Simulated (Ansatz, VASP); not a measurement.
# Ge in VASP and in Ansatz

```
Ge
1.0
     4.12984    0.00000    0.00000
    -2.06492    3.57655    0.00000
     0.00000    0.00000   11.20897
Ge
4
Cartesian
  2.0649 1.1922 4.6500
  0.0000 2.3844 10.2545
  0.0000 0.0000 5.3517
  0.0000 0.0000 10.9562
```

Change from the starting cell: volume scaled by 1.06.

Alike in both runs: task single point; functional PBEsol; k mesh 8 × 8 × 3; occupations fermi-dirac, width 0.05 eV; no spin polarisation.

|  | VASP | Ansatz |
| --- | --- | --- |
| version | VASP 6.6.1 | Ansatz 0.2.0 |
| potentials or method | VASP PAW PBE potentials, release 64 (Ge_d), cutoff 520 eV | all-electron LAPW, scalar-relativistic |

|  | VASP | Ansatz | Ansatz less VASP |
| --- | --- | --- | --- |
| gap on the k mesh at the Fermi level (eV) | 0.35 | 0.35 | +0.008 |
| least direct gap on the mesh (eV) | 0.53 | 0.53 | +0.006 |
| pressure (GPa) | -2.9 | -2.8 | +0.05 |
| traceless stress, the component that is largest in VASP (GPa) | 2.14 | 2.13 | -0.012 |
| rms of the force components (eV/Å) | 0.170 | 0.169 | -0.0008 |

VASP's potentials were made for PBE, not for PBEsol. Atom by atom the forces differ by 0.001 eV/Å (rms over components). Ansatz ran all-electron here, and VASP with PAW potentials.
